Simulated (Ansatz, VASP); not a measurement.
## SrCl2: VASP beside Ansatz

```
Sr Cl
1.0
     0.18119    3.57841    3.57841
     3.57841    0.18119    3.57841
     3.57841    3.57841    0.18119
Sr Cl
1 2
Direct
  0.00000 0.00000 0.00000
  0.25000 0.25000 0.25000
  0.75000 0.75000 0.75000
```

Alike in both runs: task single point; functional LDA; k mesh 6 × 6 × 6; occupations gaussian, width 0.05 eV; no spin polarisation.

|  | VASP | Ansatz |
| --- | --- | --- |
| version | VASP 6.6.1 | Ansatz 0.2.0 |
| potentials or method | VASP PAW LDA potentials, release 64 (Sr_sv, Cl), cutoff 520 eV | scalar-relativistic, plane waves, PAW |
| valence electrons in the cell | 24 | 24 |

|  | VASP | Ansatz | Ansatz less VASP |
| --- | --- | --- | --- |
| gap on the k mesh at the Fermi level (eV) | 4.91 | 4.90 | -0.005 |
| least direct gap on the mesh (eV) | 5.16 | 5.15 | -0.009 |
| pressure (GPa) | -2.4 | -2.5 | -0.13 |
| traceless stress, the component that is largest in VASP (GPa) | -0.47 | -0.45 | +0.023 |
| rms of the force components (eV/Å) | 0.057 | 0.053 | -0.0043 |

LDA's correlation is that of Perdew and Zunger in VASP and of Perdew and Wang (1992) in Ansatz. Atom by atom the forces differ by 0.004 eV/Å (rms over components).
